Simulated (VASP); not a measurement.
A run of VASP 6.6.1 is set up as follows.

Contents of INCAR:

```
PREC = Accurate
ENCUT = 500
EDIFF = 1E-7
ISMEAR = 0
SIGMA = 0.1
LREAL = False
LASPH = True
NELM = 120
ALGO = Normal
ISIF = 3
LWAVE = False
LCHARG = False
GGA = PE
IBRION = 2
NSW = 90
EDIFFG = -0.04
GGA_COMPAT = False
NELMIN = 4
```

The input KPOINTS:

```
regular mesh
0
Gamma
  6 6 6
```

POSCAR

```
CaB
1.0
    3.0807913600      0.0000000000      0.0000000000
    0.0000000000      3.0807913600      0.0000000000
    0.0000000000      0.0000000000      3.0807913600
Ca B
1 1
Direct
    0.0000000000      0.0000000000      0.0000000000
    0.5000000000      0.5000000000      0.5000000000
```

Potentials or basis: VASP PAW PBE potentials, release 64 (Ca_sv, B).

Run with:

```console
$ cat potpaw_PBE.64/Ca_sv/POTCAR potpaw_PBE.64/B/POTCAR > POTCAR
$ mpirun -np 1 vasp_std > vasp.out
```

Task: Estimate the space group after relaxing (to 0.05 Å).

Result: Pm-3m (No. 221).

Task: Predict the relaxed volume.

Result: 17.58 Å³/atom.

Task: Estimate the relaxed cell.

Result: a = 3.276 Å, b = 3.276 Å, c = 3.276 Å, α = 90.00°, β = 90.00°, γ = 90.00°.

Final structure:
```xyz
2
Lattice="3.2758 0.0000 0.0000 0.0000 3.2758 0.0000 0.0000 0.0000 3.2758" Properties=species:S:1:pos:R:3 pbc="T T T"
Ca    0.0000    0.0000    0.0000
B     1.6379    1.6379    1.6379
```

Caveat: the volume moved by over 15 % at a fixed basis, so the end points are rough.
